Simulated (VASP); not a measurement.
Input of a VASP 6.6.1 run:

Contents of INCAR:

```
SYSTEM = Pt
PREC     = Accurate       ! precision mode
ENCUT    = 600            ! plane-wave cutoff, eV
EDIFF    = 1E-6           ! SCF threshold, eV
ISMEAR   = 0              ! smearing method
SIGMA    = 0.1            ! smearing width, eV
LREAL    = .False.        ! projectors in reciprocal space
LASPH    = .True.         ! aspherical terms in the spheres
NELM     = 100            ! most SCF steps
ALGO     = Fast           ! electronic algorithm
ISIF     = 3              ! what is computed and relaxed
LWAVE    = .False.        ! write WAVECAR
LCHARG   = .False.        ! write CHGCAR
GGA      = CA             ! functional
IBRION   = 2              ! ionic algorithm
NSW      = 100            ! ionic steps
EDIFFG   = -0.002         ! ionic threshold
```

Contents of KPOINTS:

```
regular mesh
0
Gamma
  16 16 16
  0 0 0
```

Contents of POSCAR:

```
Pt
1.0
    0.0000000000      1.9456504822      1.9456504822
    1.9456504822      0.0000000000      1.9456504822
    1.9456504822      1.9456504822      0.0000000000
Pt
1
Direct
    0.0000000000      0.0000000000      0.0000000000
```

Potentials or basis: VASP PAW LDA potentials, release 64 (Pt).

Run with:

```console
$ cat potpaw_LDA.64/Pt/POTCAR > POTCAR
$ mpirun -np 1 vasp_std > vasp.out
```

(1) Predict the band gap on the k mesh.

(2) What does it give for the space group after relaxing (to 0.1 Å)?

Results:

(1) zero (bands 5 and 6 overlap by 2.30 eV).

(2) Fm-3m (No. 225).

Caveat: spin-orbit coupling is left out, which moves the levels of the heavy elements.
